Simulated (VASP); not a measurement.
# CoSi (P2_13) in VASP: further runs

Runs on CoSi. Level: r2SCAN. Tasks: single point.

Everything below comes from runs of VASP 6.6.1. Logs are shortened: lines on timing, memory, paths and dates and some standing lists are left out, and cuts for length are marked.

## 1. The cell of the first run

Symmetry: P2_13, No. 198, cubic system. Conventional cell: a = 4.384 Å, b = 4.384 Å, c = 4.384 Å, α = 90.00°, β = 90.00°, γ = 90.00°. Co (site symmetry 3) has 7 Si at 2.29 to 2.40 Å and 6 Co at 2.70 Å within 3.0 Å. Within 3.0 Å of Si (site symmetry 3) lie 7 Co at 2.29 to 2.40 Å and 6 Si at 2.71 Å.

## 2. Single point, r2SCAN

Contents of POSCAR:

```
CoSi
1.0
    4.3835274897      0.0000000000      0.0000000000
    0.0000000000      4.3835274897      0.0000000000
    0.0000000000      0.0000000000      4.3835274897
Co Si
4 4
Direct
    0.1456679498      0.1456679498      0.1456679498
    0.3543320502      0.8543320502      0.6456679498
    0.6456679498      0.3543320502      0.8543320502
    0.8543320502      0.6456679498      0.3543320502
    0.8436087782      0.8436087782      0.8436087782
    0.6563912218      0.1563912218      0.3436087782
    0.3436087782      0.6563912218      0.1563912218
    0.1563912218      0.3436087782      0.6563912218
```

Contents of INCAR.step1:

```
SYSTEM = CoSi
  ALGO = Normal
  EDIFF = 1E-4
  ENCUT = 520
  GGA = PE
  ISMEAR = 0
  LASPH = .True.
  LCHARG = .False.
  LREAL = .False.
  LWAVE = .True.
  NBANDS = 36
  NELM = 60
  PREC = Accurate
  SIGMA = 0.05
```

Contents of INCAR.step2:

```
SYSTEM = CoSi
  ALGO = Normal
  EDIFF = 1E-6
  ENCUT = 520
  ISIF = 2
  ISMEAR = 0
  ISTART = 1
  LASPH = .True.
  LCHARG = .True.
  LELF = .True.
  LMIXTAU = .True.
  LREAL = .False.
  LVHAR = .True.
  LWAVE = .False.
  METAGGA = R2SCAN
  NBANDS = 36
  NELM = 60
  PREC = Accurate
  SIGMA = 0.05
```

Contents of KPOINTS:

```
k-points
0
Gamma
  8 8 8
  0 0 0
```

Potentials or basis: VASP PAW PBE potentials, release 64 (Co, Si).

Launch:

```sh
$ cat potpaw_PBE.64/Co/POTCAR potpaw_PBE.64/Si/POTCAR > POTCAR
$ cp INCAR.step1 INCAR
$ mpirun -np 1 vasp_std > vasp.out
$ cp INCAR.step2 INCAR
$ mpirun -np 1 vasp_std > vasp.out
```

OUTCAR:

```text
SYSTEM = CoSi
   EDIFF = 1E-6
   ENCUT = 520
   ISIF = 2
   ISMEAR = 0
   ISTART = 1
   LASPH = .True.
   LREAL = .False.
   METAGGA = R2SCAN
   NELM = 60
   PREC = Accurate

 ion  position               nearest neighbor table
   1  0.146  0.146  0.146-   5 2.29   6 2.31   8 2.31   7 2.31   7 2.40   8 2.40   6 2.40   3 2.70
                             4 2.70   2 2.70   2 2.70   4 2.70   3 2.70
   2  0.354  0.854  0.646-   6 2.29   5 2.31   7 2.31   8 2.31   7 2.40   8 2.40   5 2.40   1 2.70
                             1 2.70   3 2.70   3 2.70   4 2.70   4 2.70
   3  0.646  0.354  0.854-   7 2.29   6 2.31   8 2.31   5 2.31   8 2.40   6 2.40   5 2.40   1 2.70
                             4 2.70   2 2.70   2 2.70   4 2.70   1 2.70
   4  0.854  0.646  0.354-   8 2.29   7 2.31   5 2.31   6 2.31   6 2.40   5 2.40   7 2.40   1 2.70
                             3 2.70   2 2.70   1 2.70   2 2.70   3 2.70
   5  0.844  0.844  0.844-   1 2.29   2 2.31   4 2.31   3 2.31   3 2.40   4 2.40   2 2.40   6 2.71
                             7 2.71   6 2.71   7 2.71   8 2.71   8 2.71
   6  0.656  0.156  0.344-   2 2.29   1 2.31   3 2.31   4 2.31   3 2.40   4 2.40   1 2.40   5 2.71
                             5 2.71   8 2.71   8 2.71   7 2.71   7 2.71
   7  0.344  0.656  0.156-   3 2.29   2 2.31   4 2.31   1 2.31   4 2.40   2 2.40   1 2.40   5 2.71
                             8 2.71   8 2.71   5 2.71   6 2.71   6 2.71
   8  0.156  0.344  0.656-   4 2.29   3 2.31   1 2.31   2 2.31   2 2.40   1 2.40   3 2.40   6 2.71
                             7 2.71   7 2.71   6 2.71   5 2.71   5 2.71

  LATTYP: Found a simple cubic cell.
 ALAT       =     4.3835274897

  Lattice vectors:

 A1 = (   4.3835274897,   0.0000000000,   0.0000000000)
 A2 = (   0.0000000000,   4.3835274897,   0.0000000000)
 A3 = (   0.0000000000,   0.0000000000,   4.3835274897)

Analysis of symmetry for initial positions (statically):
=====================================================================
 Subroutine PRICEL returns:
 Original cell was already a primitive cell.

 Routine SETGRP: Setting up the symmetry group for a
 simple cubic supercell.

 Subroutine GETGRP returns: Found 12 space group operations
 (whereof  3 operations were pure point group operations)
 out of a pool of 48 trial point group operations.

The static configuration has the point symmetry C_3 .
 The point group associated with its full space group is T   .

Analysis of symmetry for dynamics (positions and initial velocities):
=====================================================================
 Subroutine PRICEL returns:
 Original cell was already a primitive cell.

 Routine SETGRP: Setting up the symmetry group for a
 simple cubic supercell.

 Subroutine GETGRP returns: Found 12 space group operations
 (whereof  3 operations were pure point group operations)
 out of a pool of 48 trial point group operations.

The dynamic configuration has the point symmetry C_3 .
 The point group associated with its full space group is T   .

 Subroutine INISYM returns: Found 12 space group operations
 (whereof  3 operations are pure point group operations),
 and found     1 'primitive' translations

----------------------------------------------------------------------------------------

                                     Primitive cell

  volume of cell :      84.2309

  direct lattice vectors                    reciprocal lattice vectors
     4.383527490  0.000000000  0.000000000     0.228126777  0.000000000  0.000000000
     0.000000000  4.383527490  0.000000000     0.000000000  0.228126777  0.000000000
     0.000000000  0.000000000  4.383527490     0.000000000  0.000000000  0.228126777

  length of vectors
     4.383527490  4.383527490  4.383527490     0.228126777  0.228126777  0.228126777

  position of ions in fractional coordinates (direct lattice)
     0.145667950  0.145667950  0.145667950
     0.354332050  0.854332050  0.645667950
     0.645667950  0.354332050  0.854332050
     0.854332050  0.645667950  0.354332050
     0.843608778  0.843608778  0.843608778
     0.656391222  0.156391222  0.343608778
     0.343608778  0.656391222  0.156391222
     0.156391222  0.343608778  0.656391222

  ion indices of the primitive-cell ions
   primitive index   ion index
                 1           1
                 2           2
                 3           3
                 4           4
                 5           5
                 6           6
                 7           7
                 8           8

----------------------------------------------------------------------------------------

 KPOINTS: k-points

Automatic generation of k-mesh.
 Grid dimensions read from file:
 generate k-points for:    8    8    8

 Generating k-lattice:

  Cartesian coordinates                     Fractional coordinates (reciprocal lattice)
     0.028515847  0.000000000  0.000000000     0.125000000  0.000000000  0.000000000
     0.000000000  0.028515847  0.000000000     0.000000000  0.125000000  0.000000000
     0.000000000  0.000000000  0.028515847     0.000000000  0.000000000  0.125000000

  Length of vectors
     0.028515847  0.028515847  0.028515847

  Shift w.r.t. Gamma in fractional coordinates (k-lattice)
     0.000000000  0.000000000  0.000000000

 Subroutine IBZKPT returns following result:
 ===========================================

 Found     45 irreducible k-points:

 Following reciprocal coordinates:
            Coordinates               Weight
  0.000000  0.000000  0.000000      1.000000
  0.125000  0.000000  0.000000      6.000000
  0.250000  0.000000  0.000000      6.000000
  0.375000  0.000000  0.000000      6.000000
  0.500000  0.000000  0.000000      3.000000
  0.125000  0.125000  0.000000     12.000000
[... 16 lines left out ...]
  0.250000  0.125000  0.125000     24.000000
  0.375000  0.125000  0.125000     24.000000
 [... further k-points ...]
   k-points           NKPTS =     45   k-points in BZ     NKDIM =     45   number of bands    NBANDS=     36
   number of dos      NEDOS =    301   number of ions     NIONS =      8
   total plane-waves  NPLWV =  46656
   dimension x,y,z NGX =    36 NGY =   36 NGZ =   36
   dimension x,y,z NGXF=    72 NGYF=   72 NGZF=   72
   ions per type =               4   4
[... 20 lines left out ...]
   POTIM  = 0.5000    time-step for ionic-motion
   TEBEG  =    0.0;   TEEND  =   0.0 temperature during run
   PSTRESS=    0.0 pullay stress
   NELECT =      52.0000    total number of electrons
   NUPDOWN=      -1.0000    fix difference up-down
   EMIN   =  10.00;   EMAX   =-10.00  energy-range for DOS
   EFERMI =   0.00;   METHOD = LEGACY
   ISMEAR =     0;   SIGMA  =   0.05  broadening in eV -4-tet -1-fermi 0-gaus
   EFERMI_NEDOS =   21; number of points for ismear=-14 and -15
   IALGO  =     38    algorithm
   IMIX   =      4    mixing-type and parameters
     AMIX     =   0.40;   BMIX     =  1.00
     AMIX_MAG =   1.60;   BMIX_MAG =  1.00
  volume/ion in A,a.u.               =      10.53        71.05
  Fermi-wavevector in a.u.,A,eV,Ry     =   1.393966  2.634214 26.438045  1.943141
  Thomas-Fermi vector in A             =   2.517561
   LORBIT       =      0    0 simple, 1 ext, 2 COOP (PROOUT), +10 PAW based schemes
   METAGGA = R2SCAN    functional components
   LHFCALC =     F    Hartree Fock is set to
   AEXX    =    0.0000 exact exchange contribution
   IVDW    =     0    specifies the selected vdW correction
   LEPSILON=     F    determine dielectric tensor
   LRPA    =     F    only Hartree local field effects (RPA)
 non-spin polarized calculation
 Gauss-broadening in eV      SIGMA  =   0.05
  energy-cutoff  :      520.00
  volume of cell :       84.23
 maximum number of plane-waves:      2301
 NGX is ok and might be reduce to    36
   NGX = 17   NGY = 17   NGZ = 17

 number of electron      51.9999986 magnetization

 Free energy of the ion-electron system (eV)
  ---------------------------------------------------
  ext. energy  EPLUGINS =         0.00000000
  ---------------------------------------------------
  free energy    TOTEN  =       -91.96413956 eV

  energy without entropy =      -91.96234368  energy(sigma->0) =      -91.96324162

 E-fermi :  12.5298     XC(G=0): -14.0881

 val. band max:       12.5216520071   @ k =   0.0000   0.0000   0.0000
 cond. band min:      12.5476562227   @ k =   0.5000   0.5000   0.3750
 fundamental gap:      0.0260042156
 Fermi energy:        12.5297712132

 k-point     1 :       0.0000    0.0000    0.0000
  band No.  band energies     occupation
      1      -2.1805      2.00000
      2       3.7620      2.00000
      3       3.7620      2.00000
      4       3.7620      2.00000
      5       6.5465      2.00000
      6       6.5465      2.00000
[... 28 lines left out ...]
     35      16.3643      0.00000
     36      17.7755      0.00000

 k-point     2 :       0.1250    0.0000    0.0000
  band No.  band energies     occupation
      1      -2.0547      2.00000
      2       2.9035      2.00000
      3       3.8424      2.00000
      4       4.3813      2.00000
      5       6.0798      2.00000
      6       6.6201      2.00000
[... 28 lines left out ...]
     35      16.9083      0.00000
     36      18.2194      0.00000

 k-point     3 :       0.2500    0.0000    0.0000
  band No.  band energies     occupation
      1      -1.6812      2.00000
      2       1.8405      2.00000
      3       4.0779      2.00000
      4       4.8925      2.00000
      5       5.8588      2.00000
      6       6.7811      2.00000
[... 28 lines left out ...]
     35      17.6464      0.00000
     36      18.4035      0.00000

 k-point     4 :       0.3750    0.0000    0.0000
  band No.  band energies     occupation
      1      -1.0720      2.00000
      2       0.7455      2.00000
      3       4.4478      2.00000
      4       5.2043      2.00000
      5       5.8223      2.00000
      6       6.7429      2.00000
[... 28 lines left out ...]
     35      17.7003      0.00000
     36      18.5889      0.00000

 k-point     5 :       0.5000    0.0000    0.0000
  band No.  band energies     occupation
      1      -0.2496      2.00000
      2      -0.2496      2.00000
      3       4.8967      2.00000
      4       4.8967      2.00000
      5       6.2737      2.00000
      6       6.2737      2.00000
[... 655 lines left out ...]
 k-point    22 :       0.1250    0.1250    0.1250
  band No.  band energies     occupation
      1      -1.8050      2.00000
      2       2.6430      2.00000
      3       3.3447      2.00000
      4       4.6208      2.00000
      5       6.0883      2.00000
      6       6.8253      2.00000
[... 28 lines left out ...]
     35      17.7146      0.00000
     36      17.7183      0.00000

 k-point    23 :       0.2500    0.1250    0.1250
  band No.  band energies     occupation
      1      -1.4353      2.00000
      2       1.9563      2.00000
      3       3.3952      2.00000
      4       4.7541      2.00000
      5       5.9458      2.00000
      6       6.6526      2.00000
[... 28 lines left out ...]
     35      17.4423      0.00000
     36      18.0497      0.00000

 k-point    24 :       0.3750    0.1250    0.1250
  band No.  band energies     occupation
      1      -0.8330      2.00000
      2       0.9442      2.00000
      3       3.7913      2.00000
      4       4.8504      2.00000
      5       5.5878      2.00000
      6       6.4193      2.00000
[... 28 lines left out ...]
     35      17.7552      0.00000
     36      18.7239      0.00000

 [... further k-points ...]

------------------------ aborting loop because EDIFF is reached ----------------------------------------

  FORCE on cell =-STRESS in cart. coord.  units (eV):
  Direction    XX          YY          ZZ          XY          YZ          ZX
  --------------------------------------------------------------------------------------
  -------------------------------------------------------------------------------------
  Total       -0.0058125     -0.0058125     -0.0058125      0.0000000      0.0000000      0.0000000
  in kB       -0.1105605     -0.1105605     -0.1105605      0.0000000      0.0000000      0.0000000
  external PRESSURE =      -0.1105605 kB  Pullay stress =       0.0000000 kB

 VOLUME and BASIS-vectors are now :
 -----------------------------------------------------------------------------
  energy-cutoff  :      520.00
  volume of cell :       84.23
      direct lattice vectors                 reciprocal lattice vectors
     4.383527490  0.000000000  0.000000000     0.228126777  0.000000000  0.000000000
     0.000000000  4.383527490  0.000000000     0.000000000  0.228126777  0.000000000
     0.000000000  0.000000000  4.383527490     0.000000000  0.000000000  0.228126777

 POSITION                                       TOTAL-FORCE (eV/Angst)
 -----------------------------------------------------------------------------------
      0.63854      0.63854      0.63854         0.002783      0.002783      0.002783
      1.55322      3.74499      2.83030        -0.002783     -0.002783      0.002783
      2.83030      1.55322      3.74499         0.002783     -0.002783     -0.002783
      3.74499      2.83030      1.55322        -0.002783      0.002783     -0.002783
      3.69798      3.69798      3.69798         0.002261      0.002261      0.002261
      2.87731      0.68555      1.50622        -0.002261     -0.002261      0.002261
      1.50622      2.87731      0.68555         0.002261     -0.002261     -0.002261
      0.68555      1.50622      2.87731        -0.002261      0.002261     -0.002261
 -----------------------------------------------------------------------------------
    total drift:                                0.000000      0.000000      0.000000

  FREE ENERGIE OF THE ION-ELECTRON SYSTEM (eV)
  ---------------------------------------------------
  free  energy   TOTEN  =       -91.9641395637 eV

  energy  without entropy=      -91.9623436825  energy(sigma->0) =      -91.96324162
```

It took 11 min on 1 thread of Intel Xeon 8259CL, shared host; peak memory 0.28 GiB.

Results:

```yaml
Free_energy: -91.9641 eV
Pressure: 0.0 GPa
Largest_force: 0.005 eV/Å
Band_gap_on_the_k_mesh: zero (bands 26 and 27 overlap by 0.21 eV)
```

Forces in eV/Å, atoms in the order of the input:
```
Co   0.003  0.003  0.003
Co  -0.003 -0.003  0.003
Co   0.003 -0.003 -0.003
Co  -0.003  0.003 -0.003
Si   0.002  0.002  0.002
Si  -0.002 -0.002  0.002
Si   0.002 -0.002 -0.002
Si  -0.002  0.002 -0.002
```

Levels at points of the mesh, in eV from the Fermi level:
| k point | band 22 | band 23 | band 24 | band 25 | band 26 | band 27 | band 28 | band 29 | band 30 | band 31 |
| --- | --- | --- | --- | --- | --- | --- | --- | --- | --- | --- |
| (0.00, 0.00, 0.00) | -1.03 | -0.88 | -0.88 | -0.01 | -0.01 | -0.01 | 2.85 | 2.85 | 2.85 | 3.14 |
| (0.50, 0.00, 0.00) | -1.16 | -0.73 | -0.73 | -0.52 | -0.52 | 1.09 | 1.09 | 1.70 | 1.70 | 4.60 |
| (0.50, 0.50, 0.00) | -1.62 | -1.11 | -1.11 | -0.05 | -0.05 | 0.68 | 0.68 | 2.28 | 2.28 | 2.75 |
| (0.50, 0.50, 0.50) | -1.35 | -1.35 | -1.35 | -0.21 | -0.21 | -0.21 | -0.21 | 6.08 | 6.08 | 6.08 |

Caveat: the PAW data sets were made with another functional, which shifts forces and pressure a little. Spin polarisation is off, so any magnetic state and its effect on volume and gap are missing.

## 3. Single point, r2SCAN

Contents of POSCAR:

```
CoSi
1.0
    4.3832049128      0.0000000000      0.0000000000
    0.0000000000      4.3832049128      0.0000000000
    0.0000000000      0.0000000000      4.3832049128
Co Si
4 4
Direct
    0.1456728426      0.1456728426      0.1456728426
    0.3543271574      0.8543271574      0.6456728426
    0.6456728426      0.3543271574      0.8543271574
    0.8543271574      0.6456728426      0.3543271574
    0.8436094424      0.8436094424      0.8436094424
    0.6563905576      0.1563905576      0.3436094424
    0.3436094424      0.6563905576      0.1563905576
    0.1563905576      0.3436094424      0.6563905576
```

Contents of INCAR.step1:

```
SYSTEM = CoSi
PREC = Accurate
ENCUT = 520
ISMEAR = 0
SIGMA = 0.05
LREAL = .False.
LASPH = .True.
NELM = 100
NBANDS = 36
GGA = PE
ALGO = Normal
EDIFF = 1E-4
LWAVE = .True.
LCHARG = .False.
```

Contents of INCAR.step2:

```
SYSTEM = CoSi
PREC = Accurate
ENCUT = 520
EDIFF = 1E-7
ISMEAR = 0
SIGMA = 0.05
LREAL = .False.
LASPH = .True.
NELM = 100
ALGO = Normal
ISIF = 2
LWAVE = .False.
LCHARG = .False.
METAGGA = R2SCAN
LMIXTAU = .True.
NBANDS = 36
ISTART = 1
```

Contents of KPOINTS:

```
Automatic mesh
0
Gamma
  8 8 8
  0 0 0
```

Potentials or basis: VASP PAW PBE potentials, release 64 (Co, Si).

Launch:

```sh
$ cat potpaw_PBE.64/Co/POTCAR potpaw_PBE.64/Si/POTCAR > POTCAR
$ cp INCAR.step1 INCAR
$ mpirun -np 1 vasp_std > vasp.out
$ cp INCAR.step2 INCAR
$ mpirun -np 1 vasp_std > vasp.out
```

Wall time 14 min (1 thread of Intel Xeon 8259CL, shared host); peak memory 0.28 GiB.

It converged, with:

- Free energy: -91.9641 eV
- Pressure: 0.1 GPa
- Largest force: 0.005 eV/Å
- Band gap on the k mesh: zero (bands 26 and 27 overlap by 0.21 eV)

Forces in eV/Å, atoms in the order of the input:
```
Co   0.003  0.003  0.003
Co  -0.003 -0.003  0.003
Co   0.003 -0.003 -0.003
Co  -0.003  0.003 -0.003
Si   0.002  0.002  0.002
Si  -0.002 -0.002  0.002
Si   0.002 -0.002 -0.002
Si  -0.002  0.002 -0.002
```

Levels at points of the mesh, in eV from the Fermi level:
```tsv
k point	band 24	band 25	band 26	band 27	band 28	band 29
(0.00, 0.00, 0.00)	-0.88	-0.01	-0.01	-0.01	2.85	2.85
(0.50, 0.00, 0.00)	-0.73	-0.52	-0.52	1.09	1.09	1.71
(0.50, 0.50, 0.00)	-1.11	-0.05	-0.05	0.68	0.68	2.28
(0.50, 0.50, 0.50)	-1.35	-0.21	-0.21	-0.21	-0.21	6.08
```

Caveat: the PAW data sets were made with another functional, which shifts forces and pressure a little. Spin polarisation is off, so any magnetic state and its effect on volume and gap are missing.

## 4. Single point, r2SCAN

POSCAR is that of step 3.

Contents of INCAR.step1:

```
PREC = Accurate ; ENCUT = 520
ISMEAR = 0 ; SIGMA = 0.05
LREAL = False ; LASPH = True
NELM = 60 ; NBANDS = 36
GGA = PE ; ALGO = Normal
EDIFF = 1E-4 ; LWAVE = True
LCHARG = False
```

Contents of INCAR.step2:

```
PREC = Accurate ; ENCUT = 520
EDIFF = 1E-7 ; ISMEAR = 0
SIGMA = 0.05 ; LREAL = False
LASPH = True ; NELM = 60
ALGO = Normal ; ISIF = 2
LWAVE = False ; LCHARG = False
METAGGA = R2SCAN ; LMIXTAU = True
NBANDS = 36 ; ISTART = 1
```

Contents of KPOINTS:

```
regular mesh
0
Gamma
  8 8 8
```

Launch:

```sh
$ cat potpaw_PBE.64/Co/POTCAR potpaw_PBE.64/Si/POTCAR > POTCAR
$ cp INCAR.step1 INCAR
$ mpirun -np 1 vasp_std > vasp.out
$ cp INCAR.step2 INCAR
$ mpirun -np 1 vasp_std > vasp.out
```

It took 13 min on 1 thread of Intel Xeon 8259CL, shared host; peak memory 0.29 GiB.

Results (log left out):

```
Free energy            : -91.9641 eV
Pressure               : 0.1 GPa
Largest force          : 0.005 eV/Å
Band gap on the k mesh : zero (bands 26 and 27 overlap by 0.21 eV)
```

Forces on the atoms (eV/Å):
```
Co   0.003  0.003  0.003
Co  -0.003 -0.003  0.003
Co   0.003 -0.003 -0.003
Co  -0.003  0.003 -0.003
Si   0.002  0.002  0.002
Si  -0.002 -0.002  0.002
Si   0.002 -0.002 -0.002
Si  -0.002  0.002 -0.002
```

Levels at points of the mesh, in eV from the Fermi level:
| k point | band 23 | band 24 | band 25 | band 26 | band 27 | band 28 | band 29 | band 30 |
| --- | --- | --- | --- | --- | --- | --- | --- | --- |
| (0.00, 0.00, 0.00) | -0.88 | -0.88 | -0.01 | -0.01 | -0.01 | 2.85 | 2.85 | 2.85 |
| (0.50, 0.00, 0.00) | -0.73 | -0.73 | -0.52 | -0.52 | 1.09 | 1.09 | 1.71 | 1.71 |
| (0.50, 0.50, 0.00) | -1.11 | -1.11 | -0.05 | -0.05 | 0.68 | 0.68 | 2.28 | 2.28 |
| (0.50, 0.50, 0.50) | -1.35 | -1.35 | -0.21 | -0.21 | -0.21 | -0.21 | 6.08 | 6.08 |

Caveat: the PAW data sets were made with another functional, which shifts forces and pressure a little. Spin polarisation is off, so any magnetic state and its effect on volume and gap are missing.

The gap in the log of VASP goes by the Fermi energy; the results here count the filled bands.